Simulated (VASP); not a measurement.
Here is a VASP 6.6.1 calculation.

Contents of INCAR:

```
  PREC = Accurate
  ENCUT = 500
  EDIFF = 1E-6
  ISMEAR = -1
  SIGMA = 0.0224
  LREAL = F
  LASPH = T
  NELM = 120
  ALGO = Normal
  ISIF = 2
  LWAVE = F
  LCHARG = T
  GGA = PE
  LELF = T
  LVHAR = T
  NBANDS = 8
  GGA_COMPAT = F
```

KPOINTS

```
regular mesh
0
Gamma
  7 7 7
```

POSCAR

```
Al
1.0
    0.0000000000      2.0419805700      2.0419805700
    2.0419805700      0.0000000000      2.0419805700
    2.0419805700      2.0419805700      0.0000000000
Al
1
Direct
    0.0000000000      0.0000000000      0.0000000000
```

Potentials or basis: VASP PAW PBE potentials, release 64 (Al).

The run is started by

```console
$ cat potpaw_PBE.64/Al/POTCAR > POTCAR
$ mpirun -np 1 vasp_std > vasp.out
```

Task: Estimate the pressure.

Result: -2.8 GPa.

Caveat: the k points lie up to 0.38 Å⁻¹ apart.
